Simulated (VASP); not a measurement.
Write the native input for VASP 6.6.1 that does the following.

```yaml
Task: single point
Functional: r2SCAN
Potentials_or_basis: VASP PAW PBE potentials, release 64 (Al, N, Lu)
Cutoff: 520 eV
k_mesh: 6 × 6 × 6
Occupations: gaussian, width 0.01 eV
Spin: no spin polarisation
Dipole_correction: no
Further_INCAR_settings: ALGO = Normal; EDIFF = 1e-06; NBANDS = 27
```

LuAlN2:

```xyz
4
Lattice="3.1062 0.0000 0.0000 0.0000 3.1062 0.0000 0.0000 0.0000 4.3869" Properties=species:S:1:pos:R:3 pbc="T T T"
Al    0.0000    0.0000    0.0000
N     0.0000    0.0000    2.1934
N     1.5531    1.5531    0.0000
Lu    1.5531    1.5531    2.1934
```

The input as run:

POSCAR

```
LuAlN2
1.0
    3.1061834850      0.0000000000      0.0000000000
    0.0000000000      3.1061834850      0.0000000000
    0.0000000000      0.0000000000      4.3868750297
Al N Lu
1 2 1
Direct
    0.0000000000      0.0000000000      0.0000000000
    0.0000000000      0.0000000000      0.5000000000
    0.5000000000      0.5000000000      0.0000000000
    0.5000000000      0.5000000000      0.5000000000
```

INCAR.step1

```
PREC     = Accurate       # precision mode
ENCUT    = 520            # plane-wave cutoff, eV
ISMEAR   = 0              # smearing method
SIGMA    = 0.01           # smearing width, eV
LREAL    = False          # projectors in reciprocal space
LASPH    = True           # aspherical terms in the spheres
NELM     = 100            # most SCF steps
NBANDS   = 27             # bands
GGA      = PE             # functional
ALGO     = Normal         # electronic algorithm
EDIFF    = 1E-4           # SCF threshold, eV
LWAVE    = True           # write WAVECAR
LCHARG   = False          # write CHGCAR
```

INCAR.step2

```
PREC     = Accurate       # precision mode
ENCUT    = 520            # plane-wave cutoff, eV
EDIFF    = 1E-6           # SCF threshold, eV
ISMEAR   = 0              # smearing method
SIGMA    = 0.01           # smearing width, eV
LREAL    = False          # projectors in reciprocal space
LASPH    = True           # aspherical terms in the spheres
NELM     = 100            # most SCF steps
ALGO     = Normal         # electronic algorithm
ISIF     = 2              # what is computed and relaxed
LWAVE    = False          # write WAVECAR
LCHARG   = True           # write CHGCAR
METAGGA  = R2SCAN         # meta-GGA
LMIXTAU  = True         
LELF     = True           # ELF
LVHAR    = True         
NBANDS   = 27             # bands
ISTART   = 1
```

KPOINTS

```
regular mesh
0
Gamma
  6 6 6
```

Potentials or basis: VASP PAW PBE potentials, release 64 (Al, N, Lu).

The run is started by

```sh
$ cat potpaw_PBE.64/Al/POTCAR potpaw_PBE.64/N/POTCAR potpaw_PBE.64/Lu/POTCAR > POTCAR
$ cp INCAR.step1 INCAR
$ mpirun -np 1 vasp_std > vasp.out
$ cp INCAR.step2 INCAR
$ mpirun -np 1 vasp_std > vasp.out
```

Results of the run:

```json
{
  "Pressure": "16.0 GPa",
  "Band gap on the k mesh": "0.65 eV"
}
```

Caveat: the cell stands under pressure; the PAW data sets were made with another functional, which shifts forces and pressure a little; spin-orbit coupling is left out, which moves the levels of the heavy elements.

It took 5.5 min on 1 thread of Intel Xeon 8259CL (shared host), peak memory 0.21 GiB.
